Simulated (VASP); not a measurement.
# Li4F in VASP: relaxation of the atoms with PBEsol

Aim: the relaxation of the atoms of Li4F with PBEsol.

All numbers are computed with VASP 6.6.1; they aren't measurements. Logs are shortened: lines on timing, memory, paths and dates and some standing lists are left out, and cuts for length are marked.

## 1. The cell of the first run

The cell holds a slab with vacuum, 5 atoms: a = 3.053 Å, b = 3.053 Å, c = 25.477 Å, α = 90.00°, β = 90.00°, γ = 90.00°.

## 2. Relaxation of the atoms, PBEsol

The input, INCAR:

```
SYSTEM = Li4F
PREC = Accurate ; ENCUT = 520
EDIFF = 1E-6 ; ISMEAR = 0
SIGMA = 0.1 ; LREAL = .FALSE.
LASPH = .TRUE. ; NELM = 80
ALGO = Normal ; ISIF = 2
LWAVE = .FALSE. ; LCHARG = .FALSE.
LDIPOL = .TRUE. ; IDIPOL = 3
DIPOL = 0.5 0.5 0.502 ; GGA = PS
IBRION = 2 ; NSW = 45
EDIFFG = -0.02
```

The input, KPOINTS:

```
Automatic mesh
0
G
  9 9 1
  0 0 0
```

The input, POSCAR:

```
Li4F
1.0
    3.0534023716      0.0000000000      0.0000000000
    0.0000000000      3.0534023716      0.0000000000
    0.0000000000      0.0000000000     25.4772445679
Li F
4 1
Selective dynamics
Direct
    0.5000000000      0.5000000000      0.3336310557  F F F
    0.0000000000      0.0000000000      0.4183765436  F F F
    0.5000000000      0.5000000000      0.5064914558  F F F
    0.0000000000      0.0000000000      0.5914671006  F F F
    0.0000000000      0.2500000000      0.6581933117  F F T
```

Potentials or basis: VASP PAW PBE potentials, release 64 (Li_sv, F).

The run is started by

```bash
> cat potpaw_PBE.64/Li_sv/POTCAR potpaw_PBE.64/F/POTCAR > POTCAR
> mpirun -np 1 vasp_std > vasp.out
```

OUTCAR:

```text
SYSTEM = Li4F
   PREC = Accurate
   ENCUT = 520
   EDIFF = 1E-6
   ISMEAR = 0
   LREAL = .FALSE.
   LASPH = .TRUE.
   NELM = 80
   ISIF = 2
   GGA = PS
   IBRION = 2
   NSW = 45
   EDIFFG = -0.02

 ion  position               nearest neighbor table
   1  0.500  0.500  0.334-
   2  0.000  0.000  0.418-
   3  0.500  0.500  0.506-
   4  0.000  0.000  0.591-   5 1.86
   5  0.000  0.250  0.658-   4 1.86

  LATTYP: Found a simple tetragonal cell.
 ALAT       =     3.0534023716
 C/A-ratio  =     8.3438870700

  Lattice vectors:

 A1 = (   3.0534023716,   0.0000000000,   0.0000000000)
 A2 = (   0.0000000000,   3.0534023716,   0.0000000000)
 A3 = (   0.0000000000,   0.0000000000,  25.4772445679)

Analysis of symmetry for initial positions (statically):
=====================================================================
 Subroutine PRICEL returns:
 Original cell was already a primitive cell.

 Routine SETGRP: Setting up the symmetry group for a
 simple tetragonal supercell.

 Subroutine GETGRP returns: Found  2 space group operations
 (whereof  2 operations were pure point group operations)
 out of a pool of 16 trial point group operations.

The static configuration has the point symmetry C_1h.

Analysis of symmetry for dynamics (positions and initial velocities):
=====================================================================
 Subroutine PRICEL returns:
 Original cell was already a primitive cell.

 Routine SETGRP: Setting up the symmetry group for a
 simple tetragonal supercell.

 Subroutine GETGRP returns: Found  2 space group operations
 (whereof  2 operations were pure point group operations)
 out of a pool of 16 trial point group operations.

The dynamic configuration has the point symmetry C_1h.

Analysis of constrained symmetry for selective dynamics:
=====================================================================
 Subroutine PRICEL returns:
 Original cell was already a primitive cell.

 Routine SETGRP: Setting up the symmetry group for a
 simple tetragonal supercell.

 Subroutine GETGRP returns: Found  2 space group operations
 (whereof  2 operations were pure point group operations)
 out of a pool of 16 trial point group operations.

The constrained configuration has the point symmetry C_1h.

 Subroutine INISYM returns: Found  2 space group operations
 (whereof  2 operations are pure point group operations),
 and found     1 'primitive' translations

----------------------------------------------------------------------------------------

                                     Primitive cell

  volume of cell :     237.5311

  direct lattice vectors                    reciprocal lattice vectors
     3.053402372  0.000000000  0.000000000     0.327503512  0.000000000  0.000000000
     0.000000000  3.053402372  0.000000000     0.000000000  0.327503512  0.000000000
     0.000000000  0.000000000 25.477244568     0.000000000  0.000000000  0.039250712

  length of vectors
     3.053402372  3.053402372 25.477244568     0.327503512  0.327503512  0.039250712

  position of ions in fractional coordinates (direct lattice)
     0.500000000  0.500000000  0.333631056
     0.000000000  0.000000000  0.418376544
     0.500000000  0.500000000  0.506491456
     0.000000000  0.000000000  0.591467101
     0.000000000  0.250000000  0.658193312

  ion indices of the primitive-cell ions
   primitive index   ion index
                 1           1
                 2           2
                 3           3
                 4           4
                 5           5

----------------------------------------------------------------------------------------

 KPOINTS: Automatic mesh

Automatic generation of k-mesh.
 Grid dimensions read from file:
 generate k-points for:    9    9    1

 Generating k-lattice:

  Cartesian coordinates                     Fractional coordinates (reciprocal lattice)
     0.036389279  0.000000000  0.000000000     0.111111111  0.000000000  0.000000000
     0.000000000  0.036389279  0.000000000     0.000000000  0.111111111  0.000000000
     0.000000000  0.000000000  0.039250712     0.000000000  0.000000000  1.000000000

  Length of vectors
     0.036389279  0.036389279  0.039250712

  Shift w.r.t. Gamma in fractional coordinates (k-lattice)
     0.000000000  0.000000000  0.000000000

 Subroutine IBZKPT returns following result:
 ===========================================

 Found     25 irreducible k-points:

 Following reciprocal coordinates:
            Coordinates               Weight
  0.000000  0.000000  0.000000      1.000000
  0.111111  0.000000  0.000000      2.000000
  0.000000  0.111111  0.000000      2.000000
  0.222222  0.000000  0.000000      2.000000
  0.000000  0.222222  0.000000      2.000000
  0.333333  0.000000  0.000000      2.000000
[... 16 lines left out ...]
  0.444444  0.333333  0.000000      4.000000
 -0.333333  0.444444  0.000000      4.000000
   k-points           NKPTS =     25   k-points in BZ     NKDIM =     25   number of bands    NBANDS=     13
   number of dos      NEDOS =    301   number of ions     NIONS =      5
   total plane-waves  NPLWV = 110592
   dimension x,y,z NGX =    24 NGY =   24 NGZ =  192
   dimension x,y,z NGXF=    48 NGYF=   48 NGZF=  384
   ions per type =               4   1
   NGX,Y,Z   is equivalent  to a cutoff of  13.07, 13.07, 12.53 a.u.
   NGXF,Y,Z  is equivalent  to a cutoff of  26.13, 26.13, 25.06 a.u.
 SYSTEM =  Li4F
   PREC   = accura    normal or accurate (medium, high low for compatibility)
   ISTART =      0    job   : 0-new  1-cont  2-samecut
   ICHARG =      2    charge: 1-file 2-atom 10-const
   ISPIN  =      1    spin polarized calculation?
   LNONCOLLINEAR =      F non collinear calculations
   LSORBIT =      F    spin-orbit coupling
   LASPH  =      T    aspherical Exc in radial PAW
   ENCUT  =  520.0 eV  38.22 Ry    6.18 a.u.   5.68  5.68 47.37*2*pi/ulx,y,z
   NELM   =     80;   NELMIN=  2; NELMDL= -5     # of ELM steps
   EDIFF  = 0.1E-05   stopping-criterion for ELM
   LREAL  =      F    real-space projection
   EDIFFG = -.2E-01   stopping-criterion for IOM
   NSW    =     45    number of steps for IOM
   IBRION =      2    ionic relax: 0-MD 1-quasi-New 2-CG
   NFREE  =      1    steps in history (QN), initial steepest desc. (CG)
   ISIF   =      2    stress and relaxation
   ISYM   =      2    0-nonsym 1-usesym 2-fastsym
   POTIM  = 0.5000    time-step for ionic-motion
   TEBEG  =    0.0;   TEEND  =   0.0 temperature during run
   PSTRESS=    0.0 pullay stress
   NELECT =      19.0000    total number of electrons
   NUPDOWN=      -1.0000    fix difference up-down
   EMIN   =  10.00;   EMAX   =-10.00  energy-range for DOS
   EFERMI =   0.00;   METHOD = LEGACY
   ISMEAR =     0;   SIGMA  =   0.10  broadening in eV -4-tet -1-fermi 0-gaus
   EFERMI_NEDOS =   21; number of points for ismear=-14 and -15
   IALGO  =     38    algorithm
   IMIX   =      4    mixing-type and parameters
     AMIX     =   0.40;   BMIX     =  1.00
     AMIX_MAG =   1.60;   BMIX_MAG =  1.00
  volume/ion in A,a.u.               =      47.51       320.59
  Fermi-wavevector in a.u.,A,eV,Ry     =   0.705374  1.332963  6.769604  0.497552
  Thomas-Fermi vector in A             =   1.790868
   LORBIT       =      0    0 simple, 1 ext, 2 COOP (PROOUT), +10 PAW based schemes
   GGA     = PS    functional components
   LHFCALC =     F    Hartree Fock is set to
   AEXX    =    0.0000 exact exchange contribution
   IVDW    =     0    specifies the selected vdW correction
   LEPSILON=     F    determine dielectric tensor
   LRPA    =     F    only Hartree local field effects (RPA)
 conjugate gradient relaxation of ions
 non-spin polarized calculation
 Gauss-broadening in eV      SIGMA  =   0.10
  energy-cutoff  :      520.00
  volume of cell :      237.53
 maximum number of plane-waves:      6444
 NGX is ok and might be reduce to    24
   NGX = 11   NGY = 11   NGZ = 95

--------------------------------------- Ionic step        1  -------------------------------------------

 number of electron      19.0000030 magnetization

 Free energy of the ion-electron system (eV)
  ---------------------------------------------------
  ext. energy  EPLUGINS =         0.00000000
  ---------------------------------------------------
  free energy    TOTEN  =       -11.35275983 eV

  energy without entropy =      -11.32959054  energy(sigma->0) =      -11.34117519

------------------------ aborting loop because EDIFF is reached ----------------------------------------

  FORCE on cell =-STRESS in cart. coord.  units (eV):
  Direction    XX          YY          ZZ          XY          YZ          ZX
  --------------------------------------------------------------------------------------
  -------------------------------------------------------------------------------------
  Total        0.2793955     -0.1480836     -3.4302821      0.0000000      0.1319825      0.0000000
  in kB        1.8845580     -0.9988423    -23.1376841      0.0000000      0.8902385      0.0000000
  external PRESSURE =      -7.4173228 kB  Pullay stress =       0.0000000 kB
[... 221 lines left out ...]
--------------------------------------- Ionic step        7  -------------------------------------------

 number of electron      19.0000024 magnetization

 dipolmoment           0.000000      0.000000      0.394080 electrons x Angstroem

 Free energy of the ion-electron system (eV)
  ---------------------------------------------------
  ext. energy  EPLUGINS =         0.00000000
  ---------------------------------------------------
  free energy    TOTEN  =       -11.88836289 eV

  energy without entropy =      -11.87469553  energy(sigma->0) =      -11.88152921

 E-fermi :  -4.5538     XC(G=0):  -3.2936

 val. band max:       -4.5564599320   @ k =   0.0000   0.4444   0.0000
 cond. band min:      -4.5241890188   @ k =   0.4444   0.0000   0.0000
 fundamental gap:      0.0322709132
 Fermi energy:        -4.5537546022

 k-point     1 :       0.0000    0.0000    0.0000
  band No.  band energies     occupation
      1     -50.9928      2.00000
      2     -50.6503      2.00000
      3     -50.4299      2.00000
      4     -47.8554      2.00000
      5     -23.7806      2.00000
      6      -7.7500      2.00000
      7      -6.7649      2.00000
      8      -5.6424      2.00000
      9      -5.1052      2.00000
     10      -4.6751      1.91386
     11      -4.6697      1.89905
     12      -3.7500      0.00000
     13      -1.4217      0.00000
[... 354 lines left out ...]
  band No.  band energies     occupation
      1     -50.9818      2.00000
      2     -50.6391      2.00000
      3     -50.4189      2.00000
      4     -47.8429      2.00000
      5     -23.6120      2.00000
      6      -5.7203      2.00000
      7      -5.3755      2.00000
      8      -5.2795      2.00000
      9      -4.0092      0.00000
     10      -3.0685      0.00000
     11      -2.8038      0.00000
     12      -1.3279      0.00000
     13      -0.9637      0.00000

 [... further k-points ...]

------------------------ aborting loop because EDIFF is reached ----------------------------------------

 vacuum level on the upper side and lower side of the slab       (xc-potential included)         3.729        -3.759

  FORCE on cell =-STRESS in cart. coord.  units (eV):
  Direction    XX          YY          ZZ          XY          YZ          ZX
  --------------------------------------------------------------------------------------
  -------------------------------------------------------------------------------------
  Total        0.4494927      0.8418107     -0.0369857      0.0000000      2.1977737      0.0000000
  in kB        3.0318846      5.6781193     -0.2494734      0.0000000     14.8242598      0.0000000
  external PRESSURE =       2.8201768 kB  Pullay stress =       0.0000000 kB
[... 20 lines left out ...]
  FREE ENERGIE OF THE ION-ELECTRON SYSTEM (eV)
  ---------------------------------------------------
  free  energy   TOTEN  =       -11.8883628858 eV

  energy  without entropy=      -11.8746955341  energy(sigma->0) =      -11.88152921

 reached required accuracy - stopping structural energy minimisation

 vacuum level on the upper side and lower side of the slab         6.257        -1.345
```

Run time: 15 min. Hardware: 1 thread of Intel Xeon 8259CL, shared host; peak memory 0.36 GiB.

What came out:

```
Free energy               : -11.8884 eV
Energy gained by relaxing : 107.1 meV/atom
Ionic steps               : 7
Band gap on the k mesh    : zero (an odd number of electrons rules out a gap without spin polarisation)
```

The path:
| step | energy change (eV) | largest force on free atoms (eV/Å) | pressure (GPa) |
| --- | --- | --- | --- |
| 1 | 0.0000 | 2.1711 | -0.74 |
| 2 | -0.2165 | 1.9385 | -0.63 |
| 3 | -0.5217 | 0.6387 | 0.53 |
| 4 | -0.5290 | 0.3918 | 0.11 |
| 5 | -0.5355 | 0.0418 | 0.27 |
| 6 | -0.5355 | 0.0530 | 0.30 |
| 7 | -0.5356 | 0.0033 | 0.28 |

Final structure:
```
Li F
1.0
     3.05340    0.00000    0.00000
     0.00000    3.05340    0.00000
     0.00000    0.00000   25.47724
Li F
4 1
Direct
  0.50000 0.50000 0.33363
  0.00000 0.00000 0.41838
  0.50000 0.50000 0.50649
  0.00000 0.00000 0.59147
  0.00000 0.25000 0.64350
```

Caveat: the cutoff is under 1.25 times the usual one of these potentials, so pressure, stress and relaxed cells hold a basis-set (Pulay) error; the PAW data sets were made with another functional, which shifts forces and pressure a little; an odd number of electrons without spin polarisation forces a metal; a magnetic or distorted state may lie lower.
